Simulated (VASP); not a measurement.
Runs of VASP 6.6.1 on BaTiO3. The structure is that of space group Pm-3m (No. 221), or close to it. The cells are those of the table. 

```csv
task,cell,cutoff (eV),gap on the mesh (eV),pressure (GPa)
relaxation of cell and atoms,"relaxed to 12 GPa from a = 3.933 Å, 5 atoms",600,1.83,12.0
relaxation of cell and atoms,"relaxed to 1 GPa from a = 4.006 Å, 5 atoms",600,1.71,1.0
relaxation of cell and atoms,"relaxed to 4 GPa from a = 3.988 Å, 5 atoms",600,(b),4.0
single point,"a = 4.140, b = 4.140, c = 3.940 Å, 5 atoms",520,1.55,-3.9
relaxation of cell and atoms,"relaxed to -1 GPa from a = 4.032 Å, 5 atoms",600,1.69,-1.0
single point,"a = 4.140, b = 4.140, c = 3.947 Å, 5 atoms",520,1.55,(a)
```

Alike in all rows: level PBE; potentials or basis VASP PAW PBE potentials, release 64 (Ba_sv, Ti_sv, O); no spin polarisation; k mesh 8 × 8 × 8; smearing gaussian 0.02 eV.

Task: Estimate the missing entries.

Result: (a) -4.1; (b) 1.75.

Caveats: spin-orbit coupling is left out, which moves the levels of the heavy elements; the cell is relaxed towards a set pressure, so the run minimises the enthalpy, not the energy (at least some runs); the cell stands under tension (at least some runs).

A k mesh can miss the band edges, and the runs leave out spin-orbit coupling on Ba.
